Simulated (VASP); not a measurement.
# GaBi2Sb3S (P4mm) in VASP: single point with PBE

Aim: the single point of GaBi2Sb3S with PBE.

Program: VASP 6.6.1. These are calculated values, not measurements. Logs are shortened: lines on timing, memory, paths and dates and some standing lists are left out, and cuts for length are marked.

## 1. The cell of the first run

The structure is tetragonal, space group P4mm (No. 99). The conventional cell has a = 4.463 Å, b = 4.463 Å, c = 10.458 Å, α = 90.00°, β = 90.00°, γ = 90.00°. Ga (site symmetry 4mm) has 1 Bi at 2.83 Å and 4 Sb at 2.87 Å within 3.7 Å. Sb (site symmetry 2mm) has 2 Ga at 2.87 Å and 6 Sb at 3.16 to 3.57 Å within 3.8 Å. Within 4.0 Å of Sb (site symmetry 4mm) lie 5 Bi at 3.02 to 3.18 Å and 4 Sb at 3.57 Å. Bi (site symmetry 4mm) has 1 Ga at 2.83 Å and 1 Sb at 3.02 Å and 4 S at 3.16 Å within 3.7 Å. Within 3.5 Å of Bi (site symmetry 4mm) lie 1 S at 2.68 Å and 4 Sb at 3.18 Å. Within 3.5 Å of S (site symmetry 4mm) lie 5 Bi at 2.68 to 3.16 Å.

## 2. Single point, PBE

The input, INCAR:

```
PREC = Accurate
ENCUT = 500
EDIFF = 1E-6
ISMEAR = 0
SIGMA = 0.15
LREAL = False
LASPH = True
NELM = 120
ALGO = Normal
ISIF = 2
LWAVE = False
LCHARG = True
GGA = PE
LELF = True
LVHAR = True
NBANDS = 41
GGA_COMPAT = False
```

The input, KPOINTS:

```
regular mesh
0
Gamma
  3 3 1
```

The input, POSCAR:

```
GaBi2Sb3S
1.0
    4.4630410382      0.0000000000      0.0000000000
    0.0000000000      4.4630410382      0.0000000000
    0.0000000000      0.0000000000     10.4584706824
Ga Sb Bi S
1 3 2 1
Direct
    0.0000000000      0.0000000000      0.2801231344
    0.5000000000      0.0000000000      0.1072323321
    0.0000000000      0.5000000000      0.1072323321
    0.0000000000      0.0000000000      0.8403484201
    0.0000000000      0.0000000000      0.5511222271
    0.5000000000      0.5000000000      0.8032898702
    0.5000000000      0.5000000000      0.5472462641
```

Potentials or basis: VASP PAW PBE potentials, release 64 (Ga_d, Sb, Bi_d, S).

Command:

```console
> cat potpaw_PBE.64/Ga_d/POTCAR potpaw_PBE.64/Sb/POTCAR potpaw_PBE.64/Bi_d/POTCAR potpaw_PBE.64/S/POTCAR > POTCAR
> mpirun -np 1 vasp_std > vasp.out
```

OUTCAR:

```text
PREC = Accurate
   ENCUT = 500
   EDIFF = 1E-6
   ISMEAR = 0
   LREAL = False
   LASPH = True
   NELM = 120
   ISIF = 2
   GGA = PE

 ion  position               nearest neighbor table
   1  0.000  0.000  0.280-   5 2.83   3 2.87   2 2.87   3 2.87   2 2.87
   2  0.500  0.000  0.107-   1 2.87   1 2.87   3 3.16   3 3.16   3 3.16   3 3.16   4 3.57   4 3.57

   3  0.000  0.500  0.107-   1 2.87   1 2.87   2 3.16   2 3.16   2 3.16   2 3.16   4 3.57   4 3.57

   4  0.000  0.000  0.840-   5 3.02   6 3.18   6 3.18   6 3.18   6 3.18   2 3.57   2 3.57   3 3.57
                             3 3.57
   5  0.000  0.000  0.551-   1 2.83   4 3.02   7 3.16   7 3.16   7 3.16   7 3.16
   6  0.500  0.500  0.803-   7 2.68   4 3.18   4 3.18   4 3.18   4 3.18
   7  0.500  0.500  0.547-   6 2.68   5 3.16   5 3.16   5 3.16   5 3.16

  LATTYP: Found a simple tetragonal cell.
 ALAT       =     4.4630410382
 C/A-ratio  =     2.3433507765

  Lattice vectors:

 A1 = (   4.4630410382,   0.0000000000,   0.0000000000)
 A2 = (   0.0000000000,   4.4630410382,   0.0000000000)
 A3 = (   0.0000000000,   0.0000000000,  10.4584706824)

Analysis of symmetry for initial positions (statically):
=====================================================================
 Subroutine PRICEL returns:
 Original cell was already a primitive cell.

 Routine SETGRP: Setting up the symmetry group for a
 simple tetragonal supercell.

 Subroutine GETGRP returns: Found  8 space group operations
 (whereof  8 operations were pure point group operations)
 out of a pool of 16 trial point group operations.

The static configuration has the point symmetry C_4v.

Analysis of symmetry for dynamics (positions and initial velocities):
=====================================================================
 Subroutine PRICEL returns:
 Original cell was already a primitive cell.

 Routine SETGRP: Setting up the symmetry group for a
 simple tetragonal supercell.

 Subroutine GETGRP returns: Found  8 space group operations
 (whereof  8 operations were pure point group operations)
 out of a pool of 16 trial point group operations.

The dynamic configuration has the point symmetry C_4v.

 Subroutine INISYM returns: Found  8 space group operations
 (whereof  8 operations are pure point group operations),
 and found     1 'primitive' translations

----------------------------------------------------------------------------------------

                                     Primitive cell

  volume of cell :     208.3195

  direct lattice vectors                    reciprocal lattice vectors
     4.463041038  0.000000000  0.000000000     0.224062470  0.000000000  0.000000000
     0.000000000  4.463041038  0.000000000     0.000000000  0.224062470  0.000000000
     0.000000000  0.000000000 10.458470682     0.000000000  0.000000000  0.095616274

  length of vectors
     4.463041038  4.463041038 10.458470682     0.224062470  0.224062470  0.095616274

  position of ions in fractional coordinates (direct lattice)
     0.000000000  0.000000000  0.280123134
     0.500000000  0.000000000  0.107232332
     0.000000000  0.500000000  0.107232332
     0.000000000  0.000000000  0.840348420
     0.000000000  0.000000000  0.551122227
     0.500000000  0.500000000  0.803289870
     0.500000000  0.500000000  0.547246264

  ion indices of the primitive-cell ions
   primitive index   ion index
                 1           1
                 2           2
                 3           3
                 4           4
                 5           5
                 6           6
                 7           7

----------------------------------------------------------------------------------------

 KPOINTS: regular mesh

Automatic generation of k-mesh.
 Grid dimensions read from file:
 generate k-points for:    3    3    1

 Generating k-lattice:

  Cartesian coordinates                     Fractional coordinates (reciprocal lattice)
     0.074687490  0.000000000  0.000000000     0.333333333  0.000000000  0.000000000
     0.000000000  0.074687490  0.000000000     0.000000000  0.333333333  0.000000000
     0.000000000  0.000000000  0.095616274     0.000000000  0.000000000  1.000000000

  Length of vectors
     0.074687490  0.074687490  0.095616274

  Shift w.r.t. Gamma in fractional coordinates (k-lattice)
     0.000000000  0.000000000  0.000000000

 Subroutine IBZKPT returns following result:
 ===========================================

 Found      3 irreducible k-points:

 Following reciprocal coordinates:
            Coordinates               Weight
  0.000000  0.000000  0.000000      1.000000
  0.333333  0.000000  0.000000      4.000000
  0.333333  0.333333  0.000000      4.000000
   k-points           NKPTS =      3   k-points in BZ     NKDIM =      3   number of bands    NBANDS=     41
   number of dos      NEDOS =    301   number of ions     NIONS =      7
   total plane-waves  NPLWV = 103680
   dimension x,y,z NGX =    36 NGY =   36 NGZ =   80
   dimension x,y,z NGXF=    72 NGYF=   72 NGZF=  160
   ions per type =               1   3   2   1
   NGX,Y,Z   is equivalent  to a cutoff of  13.41, 13.41, 12.72 a.u.
   NGXF,Y,Z  is equivalent  to a cutoff of  26.82, 26.82, 25.43 a.u.
 SYSTEM =  unknown system
   PREC   = accura    normal or accurate (medium, high low for compatibility)
   ISTART =      0    job   : 0-new  1-cont  2-samecut
   ICHARG =      2    charge: 1-file 2-atom 10-const
   ISPIN  =      1    spin polarized calculation?
   LNONCOLLINEAR =      F non collinear calculations
   LSORBIT =      F    spin-orbit coupling
   LASPH  =      T    aspherical Exc in radial PAW
   ENCUT  =  500.0 eV  36.75 Ry    6.06 a.u.   8.14  8.14 19.07*2*pi/ulx,y,z
   NELM   =    120;   NELMIN=  2; NELMDL= -5     # of ELM steps
   EDIFF  = 0.1E-05   stopping-criterion for ELM
   LREAL  =      F    real-space projection
[... 7 lines left out ...]
   TEBEG  =    0.0;   TEEND  =   0.0 temperature during run
   PSTRESS=    0.0 pullay stress
   NELECT =      64.0000    total number of electrons
   NUPDOWN=      -1.0000    fix difference up-down
   EMIN   =  10.00;   EMAX   =-10.00  energy-range for DOS
   EFERMI =   0.00;   METHOD = LEGACY
   ISMEAR =     0;   SIGMA  =   0.15  broadening in eV -4-tet -1-fermi 0-gaus
   EFERMI_NEDOS =   21; number of points for ismear=-14 and -15
   IALGO  =     38    algorithm
   IMIX   =      4    mixing-type and parameters
     AMIX     =   0.40;   BMIX     =  1.00
     AMIX_MAG =   1.60;   BMIX_MAG =  1.00
  volume/ion in A,a.u.               =      29.76       200.83
  Fermi-wavevector in a.u.,A,eV,Ry     =   1.104650  2.087487 16.602542  1.220252
  Thomas-Fermi vector in A             =   2.241126
   LORBIT       =      0    0 simple, 1 ext, 2 COOP (PROOUT), +10 PAW based schemes
   GGA     = PE    functional components
   LHFCALC =     F    Hartree Fock is set to
   AEXX    =    0.0000 exact exchange contribution
   IVDW    =     0    specifies the selected vdW correction
   LEPSILON=     F    determine dielectric tensor
   LRPA    =     F    only Hartree local field effects (RPA)
 non-spin polarized calculation
 Gauss-broadening in eV      SIGMA  =   0.15
  energy-cutoff  :      500.00
  volume of cell :      208.32
 maximum number of plane-waves:      5308
 NGX is ok and might be reduce to    36
   NGX = 17   NGY = 17   NGZ = 39

 number of electron      63.9999990 magnetization

 Free energy of the ion-electron system (eV)
  ---------------------------------------------------
  ext. energy  EPLUGINS =         0.00000000
  ---------------------------------------------------
  free energy    TOTEN  =       -26.78176578 eV

  energy without entropy =      -26.72174422  energy(sigma->0) =      -26.75175500

 E-fermi :   6.0749     XC(G=0):  -9.4623

 val. band max:        6.0097303289   @ k =   0.3333   0.0000   0.0000
 cond. band min:       6.4957932547   @ k =   0.3333   0.0000   0.0000
 fundamental gap:      0.4860629258
 Fermi energy:         6.0748864225

 k-point     1 :       0.0000    0.0000    0.0000
  band No.  band energies     occupation
      1     -17.3308      2.00000
      2     -17.3151      2.00000
      3     -17.2895      2.00000
      4     -17.2750      2.00000
      5     -17.2750      2.00000
      6     -16.9284      2.00000
[... 33 lines left out ...]
     40       9.5451      0.00000
     41       9.5461      0.00000

 k-point     2 :       0.3333    0.0000    0.0000
  band No.  band energies     occupation
      1     -17.3257      2.00000
      2     -17.3181      2.00000
      3     -17.2861      2.00000
      4     -17.2768      2.00000
      5     -17.2749      2.00000
      6     -16.9255      2.00000
[... 33 lines left out ...]
     40       9.2097      0.00000
     41       9.7429      0.00000

 k-point     3 :       0.3333    0.3333    0.0000
  band No.  band energies     occupation
      1     -17.3226      2.00000
      2     -17.3200      2.00000
      3     -17.2841      2.00000
      4     -17.2768      2.00000
      5     -17.2767      2.00000
      6     -16.9222      2.00000
[... 33 lines left out ...]
     40       9.6305      0.00000
     41      10.6822      0.00000

------------------------ aborting loop because EDIFF is reached ----------------------------------------

  FORCE on cell =-STRESS in cart. coord.  units (eV):
  Direction    XX          YY          ZZ          XY          YZ          ZX
  --------------------------------------------------------------------------------------
  -------------------------------------------------------------------------------------
  Total       -0.0409758     -0.0409758      0.0495008      0.0000000      0.0000000      0.0000000
  in kB       -0.3151432     -0.3151432      0.3807086      0.0000000      0.0000000      0.0000000
  external PRESSURE =      -0.0831926 kB  Pullay stress =       0.0000000 kB

 VOLUME and BASIS-vectors are now :
 -----------------------------------------------------------------------------
  energy-cutoff  :      500.00
  volume of cell :      208.32
      direct lattice vectors                 reciprocal lattice vectors
     4.463041038  0.000000000  0.000000000     0.224062470  0.000000000  0.000000000
     0.000000000  4.463041038  0.000000000     0.000000000  0.224062470  0.000000000
     0.000000000  0.000000000 10.458470682     0.000000000  0.000000000  0.095616274

 POSITION                                       TOTAL-FORCE (eV/Angst)
 -----------------------------------------------------------------------------------
      0.00000      0.00000      2.92966         0.000000      0.000000      0.010417
      2.23152      0.00000      1.12149         0.000000      0.000000     -0.003550
      0.00000      2.23152      1.12149         0.000000      0.000000     -0.003550
      0.00000      0.00000      8.78876         0.000000      0.000000     -0.006778
      0.00000      0.00000      5.76390         0.000000      0.000000     -0.005476
      2.23152      2.23152      8.40118         0.000000     -0.000000      0.055052
      2.23152      2.23152      5.72336         0.000000     -0.000000     -0.046116
 -----------------------------------------------------------------------------------
    total drift:                                0.000000      0.000000     -0.000830

  FREE ENERGIE OF THE ION-ELECTRON SYSTEM (eV)
  ---------------------------------------------------
  free  energy   TOTEN  =       -26.7817657837 eV

  energy  without entropy=      -26.7217442218  energy(sigma->0) =      -26.75175500
```

Wall time 19 s (1 thread of AMD EPYC 9R45 (Zen 5), shared host); peak memory 0.28 GiB.

What came out:

```
Free energy            : -26.7818 eV
Pressure               : 0.0 GPa
Largest force          : 0.055 eV/Å
Band gap on the k mesh : zero (band 32 reaches 6.79 eV, above the bottom of band 33 at 6.01 eV)
```

Forces on the atoms (eV/Å):
```
Ga   0.000  0.000  0.010
Sb   0.000  0.000 -0.004
Sb   0.000  0.000 -0.004
Sb   0.000  0.000 -0.007
Bi   0.000  0.000 -0.005
Bi   0.000  0.000  0.055
S    0.000  0.000 -0.046
```

Caveat: the k points lie up to 0.60 Å⁻¹ apart; spin-orbit coupling is left out, which moves the levels of the heavy elements.
